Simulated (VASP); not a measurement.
**GaGe: single point with PBE**

Crystal: GaGe.

```
CELL_PARAMETERS angstrom
0.00000 2.89784 2.89784
2.89784 0.00000 2.89784
2.89784 2.89784 0.00000
ATOMIC_POSITIONS crystal
Ge 0.00000 0.00000 0.00000
Ga 0.25000 0.25000 0.25000
```

```
Program                : VASP 6.6.1
Task                   : single point
Functional             : PBE
Potentials or basis    : VASP PAW PBE potentials, release 64 (Ge_d, Ga_d)
Cutoff                 : 520 eV
k mesh                 : 8 × 8 × 8
Occupations            : gaussian, width 0.1 eV
Spin                   : no spin polarisation
Dipole correction      : no
Further INCAR settings : ALGO = Normal; EDIFF = 1e-06; NBANDS = 20
```

```json
{"Pressure": "0.3 GPa"}
```

Levels at points of the mesh, in eV from the Fermi level:
| k point | band 10 | band 11 | band 12 | band 13 | band 14 | band 15 | band 16 | band 17 | band 18 | band 19 |
| --- | --- | --- | --- | --- | --- | --- | --- | --- | --- | --- |
| (0.00, 0.00, 0.00) | -14.30 | -10.54 | 1.68 | 1.68 | 1.68 | 2.06 | 4.36 | 4.36 | 4.36 | 7.69 |
| (0.50, 0.00, 0.00) | -14.29 | -8.58 | -5.37 | 0.38 | 0.38 | 2.06 | 5.34 | 5.34 | 8.19 | 11.43 |
| (0.50, 0.50, 0.00) | -14.29 | -7.52 | -5.81 | -1.26 | -1.26 | 2.33 | 2.43 | 11.01 | 11.01 | 12.23 |

It took 30 s on 1 thread of Intel Xeon 6975P-C (shared host), peak memory 0.18 GiB.
